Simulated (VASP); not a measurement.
# Y3AlN4 (I4/mmm) in VASP: single point with PBE

Aim: the single point of Y3AlN4 with PBE.

The COD entry that gives the cell may itself be a prediction, so a difference from it is no test against experiment.

Everything below comes from runs of VASP 6.6.1. Logs are shortened: lines on timing, memory, paths and dates and some standing lists are left out, and cuts for length are marked.

## 1. The cell of the first run

It takes space group I4/mmm (No. 139, tetragonal). The conventional cell has a = 4.818 Å, b = 4.818 Å, c = 9.300 Å, α = 90.00°, β = 90.00°, γ = 90.00°. Within 3.2 Å of Y (site symmetry 4/mmm) lie 6 N at 2.41 to 2.52 Å. Within 3.1 Å of Y (site symmetry -4m2) lie 6 N at 2.33 to 2.42 Å. Al (site symmetry 4/mmm) has 6 N at 2.13 to 2.41 Å within 2.8 Å. Within 2.8 Å of N (site symmetry 4mm) lie 1 Al at 2.13 Å and 5 Y at 2.42 to 2.52 Å. Within 3.1 Å of N (site symmetry mmm) lie 4 Y at 2.33 to 2.41 Å and 2 Al at 2.41 Å.

## 2. Single point, PBE

Contents of INCAR:

```
SYSTEM = Y3AlN4
PREC = Accurate
ENCUT = 520
EDIFF = 1E-7
ISMEAR = 0
SIGMA = 0.1
LREAL = .False.
LASPH = .True.
NELM = 100
ALGO = Normal
ISIF = 2
LWAVE = .False.
LCHARG = .False.
GGA = PE
NBANDS = 38
```

Contents of KPOINTS:

```
Automatic mesh
0
Gamma
  6 6 6
  0 0 0
```

Contents of POSCAR:

```
Y3AlN4
1.0
   -2.4089870771      2.4089870771      4.6502237997
    2.4089870771     -2.4089870771      4.6502237997
    2.4089870771      2.4089870771     -4.6502237997
Y Al N
3 1 4
Direct
    0.0000000000      0.0000000000      0.0000000000
    0.7500000000      0.2500000000      0.5000000000
    0.2500000000      0.7500000000      0.5000000000
    0.5000000000      0.5000000000      0.0000000000
    0.7289252823      0.7289252823      0.0000000000
    0.2710747177      0.2710747177      0.0000000000
    0.5000000000      0.0000000000      0.5000000000
    0.0000000000      0.5000000000      0.5000000000
```

Potentials or basis: VASP PAW PBE potentials, release 64 (Y_sv, Al, N).

On the command line:

```
$ cat potpaw_PBE.64/Y_sv/POTCAR potpaw_PBE.64/Al/POTCAR potpaw_PBE.64/N/POTCAR > POTCAR
$ mpirun -np 1 vasp_std > vasp.out
```

OUTCAR:

```text
SYSTEM = Y3AlN4
   PREC = Accurate
   ENCUT = 520
   EDIFF = 1E-7
   ISMEAR = 0
   LREAL = .False.
   LASPH = .True.
   NELM = 100
   ISIF = 2
   GGA = PE

 ion  position               nearest neighbor table
   1  0.000  0.000  0.000-   7 2.41   8 2.41   8 2.41   7 2.41   5 2.52   6 2.52   2 3.35   3 3.35
                             2 3.35   3 3.35   2 3.35   2 3.35   3 3.35   3 3.35   4 3.41   4 3.41
   2  0.750  0.250  0.500-   7 2.33   8 2.33   6 2.42   5 2.42   6 2.42   5 2.42   1 3.35   1 3.35
                             1 3.35   4 3.35   4 3.35   4 3.35   4 3.35   1 3.35   3 3.41   3 3.41
   3  0.250  0.750  0.500-   7 2.33   8 2.33   6 2.42   5 2.42   6 2.42   5 2.42   1 3.35   1 3.35
                             1 3.35   4 3.35   4 3.35   1 3.35   4 3.35   4 3.35   2 3.41   2 3.41
   4  0.500  0.500  0.000-   5 2.13   6 2.13   7 2.41   8 2.41   7 2.41   8 2.41   2 3.35   3 3.35
                             2 3.35   3 3.35   3 3.35   3 3.35   2 3.35   2 3.35   1 3.41   1 3.41
   5  0.729  0.729  0.000-   4 2.13   2 2.42   3 2.42   2 2.42   3 2.42   1 2.52
   6  0.271  0.271  0.000-   4 2.13   3 2.42   2 2.42   3 2.42   2 2.42   1 2.52
   7  0.500  0.000  0.500-   2 2.33   3 2.33   1 2.41   4 2.41   4 2.41   1 2.41
   8  0.000  0.500  0.500-   2 2.33   3 2.33   1 2.41   4 2.41   1 2.41   4 2.41

  LATTYP: Found a body centered tetragonal cell.
 ALAT       =     4.8179741542
 C/A-ratio  =     1.9303647761

  Lattice vectors:

 A1 = (  -2.4089870771,   2.4089870771,   4.6502237997)
 A2 = (   2.4089870771,  -2.4089870771,   4.6502237997)
 A3 = (   2.4089870771,   2.4089870771,  -4.6502237997)

Analysis of symmetry for initial positions (statically):
=====================================================================
 Subroutine PRICEL returns:
 Original cell was already a primitive cell.

 Routine SETGRP: Setting up the symmetry group for a
 body centered tetragonal supercell.

 Subroutine GETGRP returns: Found 16 space group operations
 (whereof 16 operations were pure point group operations)
 out of a pool of 16 trial point group operations.

The static configuration has the point symmetry D_4h.

Analysis of symmetry for dynamics (positions and initial velocities):
=====================================================================
 Subroutine PRICEL returns:
 Original cell was already a primitive cell.

 Routine SETGRP: Setting up the symmetry group for a
 body centered tetragonal supercell.

 Subroutine GETGRP returns: Found 16 space group operations
 (whereof 16 operations were pure point group operations)
 out of a pool of 16 trial point group operations.

The dynamic configuration has the point symmetry D_4h.

 Subroutine INISYM returns: Found 16 space group operations
 (whereof 16 operations are pure point group operations),
[... 114 lines left out ...]
   ISIF   =      2    stress and relaxation
   ISYM   =      2    0-nonsym 1-usesym 2-fastsym
   POTIM  = 0.5000    time-step for ionic-motion
   TEBEG  =    0.0;   TEEND  =   0.0 temperature during run
   PSTRESS=    0.0 pullay stress
   NELECT =      56.0000    total number of electrons
   NUPDOWN=      -1.0000    fix difference up-down
   EMIN   =  10.00;   EMAX   =-10.00  energy-range for DOS
   EFERMI =   0.00;   METHOD = LEGACY
   ISMEAR =     0;   SIGMA  =   0.10  broadening in eV -4-tet -1-fermi 0-gaus
   EFERMI_NEDOS =   21; number of points for ismear=-14 and -15
   IALGO  =     38    algorithm
   IMIX   =      4    mixing-type and parameters
     AMIX     =   0.40;   BMIX     =  1.00
     AMIX_MAG =   1.60;   BMIX_MAG =  1.00
  volume/ion in A,a.u.               =      13.49        91.06
  Fermi-wavevector in a.u.,A,eV,Ry     =   1.315437  2.485815 23.543159  1.730373
  Thomas-Fermi vector in A             =   2.445619
   LORBIT       =      0    0 simple, 1 ext, 2 COOP (PROOUT), +10 PAW based schemes
   GGA     = PE    functional components
   LHFCALC =     F    Hartree Fock is set to
   AEXX    =    0.0000 exact exchange contribution
   IVDW    =     0    specifies the selected vdW correction
   LEPSILON=     F    determine dielectric tensor
   LRPA    =     F    only Hartree local field effects (RPA)
 non-spin polarized calculation
 Gauss-broadening in eV      SIGMA  =   0.10
  energy-cutoff  :      520.00
  volume of cell :      107.95
 maximum number of plane-waves:      2932
 NGX is ok and might be reduce to    48
   NGX = 21   NGY = 21   NGZ = 21

 number of electron      55.9999998 magnetization

 Free energy of the ion-electron system (eV)
  ---------------------------------------------------
  ext. energy  EPLUGINS =         0.00000000
  ---------------------------------------------------
  free energy    TOTEN  =       -67.27448403 eV

  energy without entropy =      -67.27448197  energy(sigma->0) =      -67.27448300

 E-fermi :   5.2021     XC(G=0): -11.2664

 val. band max:        4.9668477783   @ k =   0.0000   0.0000   0.0000
 cond. band min:       5.4373579717   @ k =   0.0000   0.0000   0.0000
 fundamental gap:      0.4705101934
 Fermi energy:         5.2021108215

 k-point     1 :       0.0000    0.0000    0.0000
  band No.  band energies     occupation
      1     -36.1723      2.00000
      2     -35.6579      2.00000
      3     -35.5733      2.00000
      4     -16.5696      2.00000
      5     -16.3001      2.00000
      6     -16.3001      2.00000
[... 973 lines left out ...]
     37      11.2364      0.00000
     38      11.8414      0.00000

 [... further k-points ...]
[... 5 lines left out ...]
  --------------------------------------------------------------------------------------
  -------------------------------------------------------------------------------------
  Total       -0.1151850     -0.1151850     -0.0133058      0.0000000     -0.0000000      0.0000000
  in kB       -1.7096369     -1.7096369     -0.1974915      0.0000000     -0.0000000      0.0000000
  external PRESSURE =      -1.2055884 kB  Pullay stress =       0.0000000 kB

 VOLUME and BASIS-vectors are now :
 -----------------------------------------------------------------------------
  energy-cutoff  :      520.00
  volume of cell :      107.95
      direct lattice vectors                 reciprocal lattice vectors
    -2.408987077  2.408987077  4.650223800     0.000000000  0.207556115  0.107521707
     2.408987077 -2.408987077  4.650223800     0.207556115  0.000000000  0.107521707
     2.408987077  2.408987077 -4.650223800     0.207556115  0.207556115  0.000000000

 POSITION                                       TOTAL-FORCE (eV/Angst)
 -----------------------------------------------------------------------------------
      0.00000      0.00000      0.00000        -0.000000     -0.000000     -0.000000
      0.00000      2.40899      2.32511        -0.000000     -0.000000     -0.000000
      2.40899      0.00000      2.32511        -0.000000     -0.000000     -0.000000
      0.00000      0.00000      4.65022        -0.000000     -0.000000      0.000000
      0.00000      0.00000      6.77933        -0.000000     -0.000000     -0.005180
      0.00000      0.00000      2.52112         0.000000      0.000000      0.005180
      0.00000      2.40899      0.00000        -0.000000     -0.000000     -0.000000
      2.40899      0.00000      0.00000        -0.000000     -0.000000     -0.000000
 -----------------------------------------------------------------------------------
    total drift:                               -0.000000     -0.000000      0.000000

  FREE ENERGIE OF THE ION-ELECTRON SYSTEM (eV)
  ---------------------------------------------------
  free  energy   TOTEN  =       -67.2744840320 eV

  energy  without entropy=      -67.2744819666  energy(sigma->0) =      -67.27448300
```

OSZICAR:

```text
N       E                     dE             d eps       ncg     rms          rms(c)
DAV:   1     0.316079101164E+03    0.31608E+03   -0.28820E+04  2280   0.146E+03
DAV:   2    -0.523217751898E+02   -0.36840E+03   -0.35383E+03  2848   0.349E+02
DAV:   3    -0.785966164231E+02   -0.26275E+02   -0.26114E+02  3170   0.778E+01
DAV:   4    -0.799511408506E+02   -0.13545E+01   -0.13524E+01  3472   0.147E+01
DAV:   5    -0.799758116702E+02   -0.24671E-01   -0.24668E-01  3046   0.201E+00    0.605E+01
DAV:   6    -0.672666500637E+02    0.12709E+02   -0.71938E+01  3018   0.340E+01    0.626E+01
DAV:   7    -0.673595818842E+02   -0.92932E-01   -0.66188E+00  3020   0.951E+00    0.445E+01
DAV:   8    -0.673791507321E+02   -0.19569E-01   -0.19756E+00  2766   0.609E+00    0.694E+00
DAV:   9    -0.672720622230E+02    0.10709E+00   -0.67130E-01  2908   0.282E+00    0.747E-01
DAV:  10    -0.672743505809E+02   -0.22884E-02   -0.33287E-02  3128   0.776E-01    0.296E-01
DAV:  11    -0.672745137140E+02   -0.16313E-03   -0.15214E-03  2978   0.191E-01    0.172E-01
DAV:  12    -0.672744777578E+02    0.35956E-04   -0.26092E-04  3128   0.881E-02    0.431E-02
DAV:  13    -0.672744842248E+02   -0.64670E-05   -0.40015E-05  3250   0.353E-02    0.237E-02
DAV:  14    -0.672744841460E+02    0.78830E-07   -0.44207E-06  2994   0.122E-02    0.867E-03
DAV:  15    -0.672744843442E+02   -0.19826E-06   -0.14958E-06  3400   0.604E-03    0.544E-03
DAV:  16    -0.672744841955E+02    0.14869E-06   -0.12648E-07  1922   0.199E-03    0.339E-03
DAV:  17    -0.672744840415E+02    0.15402E-06   -0.19151E-07  2104   0.218E-03    0.717E-04
DAV:  18    -0.672744840320E+02    0.95179E-08   -0.16539E-08  1650   0.708E-04
   1 F= -.67274484E+02 E0= -.67274483E+02  d E =-.206535E-05
```

stdout:

```text
POSCAR found type information on POSCAR Y AlN
 POSCAR found :  3 types and       8 ions
 scaLAPACK will be used
 LDA part: xc-table for (Slater+PW92), standard interpolation
 POSCAR, INCAR and KPOINTS ok, starting setup
 FFT: planning ... GRIDC
 FFT: planning ... GRID_SOFT
 FFT: planning ... GRID
 WAVECAR not read
 entering main loop
```

Run time: 4.3 min. Hardware: 1 thread of Intel Xeon Platinum 8259CL at 2.50GHz (Skylake/Cascade Lake), shared host; peak memory 0.41 GiB.

Results:

| Property | Result |
| --- | --- |
| Free energy | -67.2745 eV |
| Pressure | -0.1 GPa |
| Largest force | 0.005 eV/Å |
| Band gap on the k mesh | 0.47 eV, direct |

Forces in eV/Å, atoms in the order of the input:
```
Y    0.000  0.000  0.000
Y    0.000  0.000  0.000
Y    0.000  0.000  0.000
Al   0.000  0.000  0.000
N    0.000  0.000 -0.005
N    0.000  0.000  0.005
N    0.000  0.000  0.000
N    0.000  0.000  0.000
```

Levels at points of the mesh, in eV from the valence-band top:
```csv
k point,band 24,band 25,band 26,band 27,band 28,band 29,band 30,band 31,band 32,band 33
"(0.00, 0.00, 0.00)",-0.58,-0.58,-0.13,-0.13,0.00,0.47,1.93,2.92,2.92,4.17
"(0.50, 0.00, 0.00)",-1.52,-1.41,-1.10,-1.05,-0.88,2.12,3.92,4.00,4.16,4.24
"(0.50, 0.50, 0.00)",-2.43,-2.39,-1.70,-0.97,-0.95,4.25,4.33,4.47,4.59,4.97
"(0.50, 0.50, 0.50)",-0.70,-0.70,-0.56,-0.56,-0.11,0.62,0.62,1.24,2.44,2.61
```
